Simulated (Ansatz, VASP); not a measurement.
NaCl in VASP and in Ansatz

```xyz
2
Lattice="3.5022 0.0000 0.0000 0.0000 3.5022 0.0000 0.0000 0.0000 3.5022" Properties=species:S:1:pos:R:3 pbc="T T T"
Cl    1.7511    1.7511    1.7511
Na    0.0000    0.0000    0.0000
```

Alike in both runs: task single point; functional r2SCAN; k mesh 8 × 8 × 8; occupations fermi-dirac, width 0.05 eV; no spin polarisation.

```csv
,VASP,Ansatz
version,VASP 6.6.1,Ansatz 0.2.0
potentials or method,"VASP PAW PBE potentials, release 64 (Cl, Na_pv)",Ansatz PAW
plane-wave cutoff (eV),520,500
valence electrons in the cell,14,16
```

|  | VASP | Ansatz | Ansatz less VASP |
| --- | --- | --- | --- |
| gap on the k mesh at the Fermi level (eV) | 4.81 | 4.78 | -0.033 |
| least direct gap on the mesh (eV) | 5.32 | 5.29 | -0.032 |
| pressure (GPa) | -1.2 | -1.0 | +0.27 |

VASP's potentials were made for PBE, not for r2SCAN. VASP's potentials hold 14 valence electrons a cell and Ansatz's 16, so a difference there can come from the potentials and not from the codes.
